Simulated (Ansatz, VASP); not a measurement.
**One calculation of SiNi, two programs**

INCAR

```
SYSTEM = SiNi
ALGO = Normal ; EDIFF = 1E-6
ENCUT = 520 ; GGA = PE
ISIF = 2 ; ISMEAR = -1
LASPH = .True. ; LCHARG = .True.
LELF = .True. ; LREAL = .False.
LVHAR = .True. ; LWAVE = .False.
NBANDS = 14 ; NELM = 80
PREC = Accurate ; SIGMA = 0.1
```

The input KPOINTS:

```
k-points
0
Gamma
  15 15 15
  0 0 0
```

File POSCAR:

```
SiNi
1.0
    2.7807780586      0.0000000000      0.0000000000
    0.0000000000      2.7807780586      0.0000000000
    0.0000000000      0.0000000000      2.7807780586
Ni Si
1 1
Direct
    0.0000000000      0.0000000000      0.0000000000
    0.5000000000      0.5000000000      0.5000000000
```

Input for Ansatz:

```yaml
crystal:
  lattice:
    - [2.7807780586, 0.0, 0.0]
    - [0.0, 2.7807780586, 0.0]
    - [0.0, 0.0, 2.7807780586]
  atoms:
    - { symbol: Ni, position: [0.0, 0.0, 0.0] }
    - { symbol: Si, position: [0.5, 0.5, 0.5] }
kpoints:
  mp_grid: { grid: [15, 15, 15] }
scf:
  occupations: { method: fermi_dirac, width: 0.1 }
hamiltonian:
  xc: pbe
  pseudopotentials: { kind: all_electron, lapw: { basis_error: 0.001 } }
output:
  forces: true
  stress: true
  eigenvalues: true
  populations: true
```

Change from the starting cell: volume scaled by 0.94, LAPW.

Alike in both runs: task single point; functional PBE; k mesh 15 × 15 × 15; occupations fermi-dirac, width 0.1 eV; no spin polarisation.

|  | VASP | Ansatz |
| --- | --- | --- |
| version | VASP 6.6.1 | Ansatz 0.2.0 |
| potentials or method | VASP PAW PBE potentials, release 64 (Ni, Si), cutoff 520 eV | all-electron LAPW, scalar-relativistic |

|  | VASP | Ansatz | Ansatz less VASP |
| --- | --- | --- | --- |
| pressure (GPa) | 12.3 | 12.3 | -0.04 |

Ansatz ran all-electron here, and VASP with PAW potentials.
